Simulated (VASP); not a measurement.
## Hf: single point with PBE0

Hf:

```
Hf
1.0
     0.00000    2.20510    2.20510
     2.20510    0.00000    2.20510
     2.20510    2.20510    0.00000
Hf
1
Cartesian
  0.0000 0.0000 0.0000
```

This isn't the form of Hf at room conditions, which is hcp.

```
Program                            : VASP 6.6.1
Task                               : single point
Functional                         : PBE0
Potentials or basis                : VASP PAW PBE potentials, release 64 (Hf_pv)
Cutoff                             : 520 eV
k mesh                             : 6 × 6 × 6
Occupations                        : fermi-dirac, width 0.05 eV
Spin                               : no spin polarisation
Dipole correction                  : no
Grid for exact exchange (PRECFOCK) : Normal
Further INCAR settings             : ALGO = Normal; EDIFF = 1e-07; NBANDS = 11
Share of exact exchange            : 0.25
```

```json
{
 "Pressure": "4.1 GPa",
 "Band gap on the k mesh": "zero (bands 5 and 6 overlap by 2.44 eV)"
}
```

Levels at points of the mesh, in eV from the Fermi level:
```csv
k point,band 2,band 3,band 4,band 5,band 6,band 7,band 8,band 9
"(0.00, 0.00, 0.00)",-32.49,-32.49,-8.82,2.38,2.38,2.38,5.68,5.68
"(0.50, 0.00, 0.00)",-32.62,-32.62,-4.66,0.66,2.16,2.16,7.92,7.92
"(0.50, 0.50, 0.00)",-32.85,-32.85,-4.27,-3.01,3.37,8.04,8.62,8.62
```

Wall time 8.4 min on 1 thread of AMD EPYC 7R13 Processor (Zen 3), with other jobs on the host, peak memory 0.12 GiB.

Caveat: the k points lie up to 0.41 Å⁻¹ apart, too coarse for converged energies and pressures of a metal; the PAW data sets were made with another functional, which shifts forces and pressure a little; spin-orbit coupling is left out, which moves the levels of the heavy elements.
